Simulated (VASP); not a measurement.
Set up this calculation in VASP 6.6.1, as the native input.

| Item | Value |
| --- | --- |
| Task | single point |
| Functional | LDA |
| Potentials or basis | VASP PAW LDA potentials, release 64 (Ti_sv, C) |
| Cutoff | 600 eV |
| k mesh | 8 × 8 × 8 |
| Occupations | gaussian, width 0.1 eV |
| Spin | no spin polarisation |
| Dipole correction | no |
| Further INCAR settings | ALGO = Normal; EDIFF = 1e-06; NBANDS = 15 |

The structure of TiC lies in POSCAR:

```
TiC
1.0
    0.0000000000      2.1305394213      2.1305394213
    2.1305394213      0.0000000000      2.1305394213
    2.1305394213      2.1305394213      0.0000000000
Ti C
1 1
Direct
    0.0000000000      0.0000000000      0.0000000000
    0.5000000000      0.5000000000      0.5000000000
```

The input as run:

INCAR

```
PREC = Accurate
ENCUT = 600
EDIFF = 1E-6
ISMEAR = 0
SIGMA = 0.1
LREAL = False
LASPH = True
NELM = 120
ALGO = Normal
ISIF = 2
LWAVE = False
LCHARG = False
NBANDS = 15
GGA_COMPAT = False
```

KPOINTS

```
Automatic mesh
0
Gamma
  8 8 8
```

Potentials or basis: VASP PAW LDA potentials, release 64 (Ti_sv, C).

Command:

```console
$ cat potpaw_LDA.64/Ti_sv/POTCAR potpaw_LDA.64/C/POTCAR > POTCAR
$ mpirun -np 1 vasp_std > vasp.out
```

Results of the run:

The pressure is 0.6 GPa and the band gap on the k mesh is zero (band 8 reaches 10.47 eV, above the bottom of band 9 at 9.41 eV).

Run time: 14 s on 1 thread of Intel Xeon 8259CL, on a shared host, peak memory 0.13 GiB.
